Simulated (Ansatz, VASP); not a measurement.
Pt: VASP beside Ansatz

```
CELL_PARAMETERS angstrom
0.00000 1.93322 1.93322
1.93322 0.00000 1.93322
1.93322 1.93322 0.00000
ATOMIC_POSITIONS crystal
Pt 0.00000 0.00000 0.00000
```

Alike in both runs: task single point; functional PBEsol; k mesh 23 × 23 × 23; occupations fermi-dirac, width 0.1 eV; no spin polarisation.

|  | VASP | Ansatz |
| --- | --- | --- |
| version | VASP 6.6.1 | Ansatz 0.2.0 |
| potentials or method | VASP PAW PBE potentials, release 64 (Pt), cutoff 520 eV | plane waves (420 eV) with PAW, scalar-relativistic |
| valence electrons in the cell | 10 | 18 |

```tsv
	VASP	Ansatz	Ansatz less VASP
pressure (GPa)	12.7	13.1	+0.41
```

VASP's potentials were made for PBE, not for PBEsol, and Ansatz warns of the same on its side. VASP's potentials hold 10 valence electrons a cell and Ansatz's 18, so a difference there can come from the potentials and not from the codes.

Neither program's run includes spin-orbit coupling.
